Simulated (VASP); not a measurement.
Set up this calculation in VASP 6.6.1, as the native input.

- Task: single point
- Functional: PBE
- Potentials or basis: VASP PAW PBE potentials, release 64 (Ga_d, B, As)
- Cutoff: 520 eV
- k mesh: 10 × 10 × 8
- Occupations: gaussian, width 0.1 eV
- Spin: no spin polarisation
- Dipole correction: no
- Further INCAR settings: ALGO = Normal; EDIFF = 1e-06; NBANDS = 34

The structure of Ga3B2As lies in POSCAR:

```
Ga3B2As
1.0
    1.6266292376     -6.5940401318      0.0000000000
    1.6266292376      6.5940401318      0.0000000000
    0.0000000000      0.0000000000      4.5790885846
Ga B As
3 2 1
Direct
    0.1657139602      0.8342860398      0.0000000000
    0.8342860398      0.1657139602      0.0000000000
    0.0000000000      0.0000000000      0.5000000000
    0.0000000000      0.5000000000      0.5000000000
    0.5000000000      0.0000000000      0.5000000000
    0.5000000000      0.5000000000      0.0000000000
```

The input as run:

INCAR

```
PREC = Accurate
ENCUT = 520
EDIFF = 1E-6
ISMEAR = 0
SIGMA = 0.1
LREAL = False
LASPH = True
NELM = 60
ALGO = Normal
ISIF = 2
LWAVE = False
LCHARG = True
GGA = PE
LELF = True
LVHAR = True
NBANDS = 34
```

KPOINTS

```
regular mesh
0
Gamma
  10 10 8
```

Potentials or basis: VASP PAW PBE potentials, release 64 (Ga_d, B, As).

Run with:

```bash
$ cat potpaw_PBE.64/Ga_d/POTCAR potpaw_PBE.64/B/POTCAR potpaw_PBE.64/As/POTCAR > POTCAR
$ mpirun -np 1 vasp_std > vasp.out
```

It gave:

```yaml
Pressure: 0.1 GPa
Band_gap_on_the_k_mesh: zero (bands 25 and 26 overlap by 3.26 eV)
```

Wall time 8.9 min on 1 thread of Intel(R) Xeon(R) 6975P-C (Granite Rapids), on a shared host, peak memory 0.63 GiB.
